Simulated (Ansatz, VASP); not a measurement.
# Ba: VASP beside Ansatz

File INCAR:

```
ALGO = Fast ; EDIFF = 1E-6
ENCUT = 520 ; GGA = PE
ISIF = 2 ; ISMEAR = 0
LASPH = T ; LCHARG = T
LELF = T ; LREAL = F
LVHAR = T ; LWAVE = F
NBANDS = 11 ; NELM = 80
PREC = Accurate ; SIGMA = 0.15
```

KPOINTS

```
k-points
0
Gamma
  18 18 18
```

File POSCAR:

```
Ba
1.0
   -2.5100913235      2.5100913235      2.5100913235
    2.5100913235     -2.5100913235      2.5100913235
    2.5100913235      2.5100913235     -2.5100913235
Ba
1
Direct
    0.0000000000      0.0000000000      0.0000000000
```

Input for Ansatz:

```yaml
crystal:
  lattice:
    - [-2.5100913235, 2.5100913235, 2.5100913235]
    - [2.5100913235, -2.5100913235, 2.5100913235]
    - [2.5100913235, 2.5100913235, -2.5100913235]
  atoms:
    - { symbol: Ba, position: [0.0, 0.0, 0.0] }
basis:
  ecutwfc: 420
kpoints:
  mp_grid: { grid: [18, 18, 18] }
hamiltonian:
  xc: pbe
scf:
  occupations: { method: gaussian, width: 0.15 }
output:
  forces: true
  stress: true
  eigenvalues: true
```

Alike in both runs: task single point; functional PBE; k mesh 18 × 18 × 18; occupations gaussian, width 0.15 eV; no spin polarisation.

|  | VASP | Ansatz |
| --- | --- | --- |
| version | VASP 6.6.1 | Ansatz 0.2.0 |
| potentials or method | VASP PAW PBE potentials, release 64 (Ba_sv), cutoff 520 eV | scalar-relativistic, plane waves, PAW |
| valence electrons in the cell | 10 | 10 |

|  | VASP | Ansatz | Ansatz less VASP |
| --- | --- | --- | --- |
| gap on the k mesh at the Fermi level (eV) | none | none | - |
| pressure (GPa) | 0.1 | 0.0 | -0.05 |

A gap of «none» marks a metal or a gap that the smearing closes. With one functional, cell and mesh, what is left measures potentials, basis and numerics.

Neither program's run includes spin-orbit coupling.
